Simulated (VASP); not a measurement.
# HfO2: single point with PBE+D3(BJ)

The system is HfO2, a slab with vacuum.

```
CELL_PARAMETERS angstrom
7.17414 0.00000 0.00000
0.00000 5.07288 0.00000
0.00000 0.00000 23.38061
ATOMIC_POSITIONS crystal
Hf 0.25000 0.50000 0.34216
Hf 0.75000 0.50000 0.34216
Hf 0.50000 0.00000 0.41887
Hf 0.00000 0.00000 0.41887
Hf 0.74894 0.49927 0.50326
Hf 0.25103 0.49997 0.50336
Hf 0.00073 0.99243 0.56361
Hf 0.49815 0.00499 0.56648
O 0.50000 0.75000 0.34216
O 0.00000 0.75000 0.34216
O 0.50000 0.25000 0.34216
O 0.00000 0.25000 0.34216
O 0.75000 0.25000 0.41887
O 0.25000 0.25000 0.41887
O 0.75000 0.75000 0.41887
O 0.25000 0.75000 0.41887
O 0.00027 0.74784 0.49492
O 0.50010 0.75152 0.49852
O 0.99909 0.25284 0.49769
O 0.50025 0.25623 0.49660
O 0.25396 0.23949 0.57548
O 0.74407 0.23993 0.57639
O 0.24042 0.75489 0.57443
O 0.76050 0.75473 0.57435
```

```
Program                : VASP 6.6.1
Task                   : single point
Functional             : PBE
Dispersion             : D3(BJ)
Potentials or basis    : VASP PAW PBE potentials, release 64 (Hf_pv, O)
Cutoff                 : 520 eV
k mesh                 : 2 × 3 × 1
Occupations            : gaussian, width 0.05 eV
Spin                   : no spin polarisation
Dipole correction      : yes
Further INCAR settings : LREAL = Auto; ALGO = Normal; EDIFF = 1e-07; NBANDS = 106
```

- Largest force: 4.746 eV/Å
- Band gap on the k mesh: 1.65 eV
- Dispersion energy per atom: -0.161 eV

Forces on the atoms (eV/Å):
```
Hf  -0.027 -0.001  4.742
Hf   0.027 -0.005  4.745
Hf   0.010  0.002 -3.021
Hf  -0.011  0.021 -3.115
Hf   0.128  0.007  0.314
Hf  -0.139 -0.011  0.050
Hf  -0.270  0.031  0.020
Hf   0.294  0.318 -1.022
O    0.000 -1.010 -0.881
O    0.001 -1.000 -0.849
O   -0.003  0.997 -0.839
O    0.002  1.063 -0.933
O    0.036  0.372  0.169
O   -0.053  0.374  0.218
O   -0.216 -0.423  0.185
O    0.224 -0.423  0.178
O    0.047  0.002  0.046
O   -0.062  0.121  0.089
O    0.043  0.002  0.000
O   -0.057 -0.314  0.266
O    0.188 -0.154 -0.133
O   -0.177 -0.228 -0.283
O    0.297  0.117  0.070
O   -0.282  0.145 -0.018
```

Levels at points of the mesh, in eV from the valence-band top:
```tsv
k point	band 85	band 86	band 87	band 88	band 89	band 90	band 91	band 92
(0.00, 0.00, 0.00)	-1.17	-0.76	-0.39	0.00	1.65	2.18	2.24	2.54
(0.50, 0.00, 0.00)	-0.96	-0.80	-0.13	-0.12	1.98	1.98	2.19	2.39
```

Wall time 15 min on 1 thread of Intel(R) Xeon(R) Platinum 8488C (Sapphire Rapids) (shared host), peak memory 0.85 GiB.

Caveat: the k points lie up to 0.44 Å⁻¹ apart; spin-orbit coupling is left out, which moves the levels of the heavy elements.
